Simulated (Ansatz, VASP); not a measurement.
## One calculation of CrB3P4, two programs

Contents of POSCAR:

```
CrB3P4
1.0
    4.7708538498      0.0000000000      0.0000000000
    0.0000000000      4.7708538498      0.0000000000
    0.0000000000      0.0000000000      4.7708538498
Cr B P
1 3 4
Direct
    0.0000000000      0.0000000000      0.0000000000
    0.0000000000      0.5000000000      0.5000000000
    0.5000000000      0.5000000000      0.0000000000
    0.5000000000      0.0000000000      0.5000000000
    0.2675185445      0.7324814555      0.7324814555
    0.7324814555      0.7324814555      0.2675185445
    0.7324814555      0.2675185445      0.7324814555
    0.2675185445      0.2675185445      0.2675185445
```

Contents of INCAR.step1:

```
ALGO = Normal
EDIFF = 1E-4
ENCUT = 520
GGA = PE
ISMEAR = 0
ISPIN = 2
LASPH = True
LCHARG = False
LMAXMIX = 4
LREAL = False
LWAVE = True
MAGMOM = 3 0 0 0 0 0 0 0
NBANDS = 34
NELM = 150
PREC = Accurate
SIGMA = 0.1
```

Contents of INCAR.step2:

```
ALGO = Normal
EDIFF = 1E-7
ENCUT = 520
ISIF = 2
ISMEAR = 0
ISPIN = 2
ISTART = 1
LASPH = True
LCHARG = True
LELF = True
LMAXMIX = 4
LMIXTAU = True
LORBIT = 11
LREAL = False
LVHAR = True
LWAVE = False
MAGMOM = 3 0 0 0 0 0 0 0
METAGGA = R2SCAN
NBANDS = 34
NELM = 150
PREC = Accurate
SIGMA = 0.1
```

Contents of KPOINTS:

```
k-points
0
Gamma
  6 6 6
```

Input for Ansatz:

```yaml
crystal:
  lattice:
    - [4.7708538498, 0.0, 0.0]
    - [0.0, 4.7708538498, 0.0]
    - [0.0, 0.0, 4.7708538498]
  atoms:
    - { symbol: Cr, position: [0.0, 0.0, 0.0], spin: 3.0 }
    - { symbol: B, position: [0.0, 0.5, 0.5] }
    - { symbol: B, position: [0.5, 0.5, 0.0] }
    - { symbol: B, position: [0.5, 0.0, 0.5] }
    - { symbol: P, position: [0.2675185445, 0.7324814555, 0.7324814555] }
    - { symbol: P, position: [0.7324814555, 0.7324814555, 0.2675185445] }
    - { symbol: P, position: [0.7324814555, 0.2675185445, 0.7324814555] }
    - { symbol: P, position: [0.2675185445, 0.2675185445, 0.2675185445] }
basis:
  ecutwfc: 500
kpoints:
  mp_grid: { grid: [6, 6, 6] }
  band_path:
    path:
      - [[0.0, 0.0, 0.0], [0.0, 0.5, 0.0], [0.5, 0.5, 0.0], [0.0, 0.0, 0.0], [0.5, 0.5, 0.5], [0.0, 0.5, 0.0]]
      - [[0.5, 0.5, 0.5], [0.5, 0.5, 0.0]]
    npoints: 14
hamiltonian:
  xc: r2scan
scf:
  occupations: { method: gaussian, width: 0.1 }
  n_extra_bands: 20
output:
  forces: true
  stress: true
  eigenvalues: true
  populations: true
  dos: { projected: true, de: 0.02, nscf_kmesh: { grid: [8, 8, 8] } }
  bader: true
  write_density: true
  write_potential: true
  elf: true
  volumetric_format: npy
magnetization:
  spin_polarized: true
```

Alike in both runs: task single point; functional r2SCAN; k mesh 6 × 6 × 6; occupations gaussian, width 0.1 eV; collinear spin.

|  | VASP | Ansatz |
| --- | --- | --- |
| version | VASP 6.6.1 | Ansatz 0.2.0 |
| potentials or method | VASP PAW PBE potentials, release 64 (Cr_pv, B, P), cutoff 520 eV | scalar-relativistic, plane waves, PAW |
| valence electrons in the cell | 41 | 43 |

Ansatz gave:

```
gap on the k mesh at the Fermi level (eV)                     : none
pressure (GPa)                                                : 0.1
rms of the force components (eV/Å)                            : 0.051
net moment per atom (μB)                                      : 0.37
size of the moment on the site where the two differ most (μB) : 2.38
```

Problem. What did VASP give for the same quantities?

Solution. gap on the k mesh at the Fermi level (eV): none; pressure (GPa): -0.1; rms of the force components (eV/Å): 0.061; net moment per atom (μB): 0.37; size of the moment on the site where the two differ most (μB): 2.73.

VASP's potentials were made for PBE, not for r2SCAN. Site moments also hang on the region over which each program counts them. Atom by atom the forces differ by 0.010 eV/Å (rms over components). A gap of «none» marks a metal or a gap that the smearing closes. VASP's potentials hold 41 valence electrons a cell and Ansatz's 43, so a difference there can come from the potentials and not from the codes. Ansatz's warnings: stability check not made.
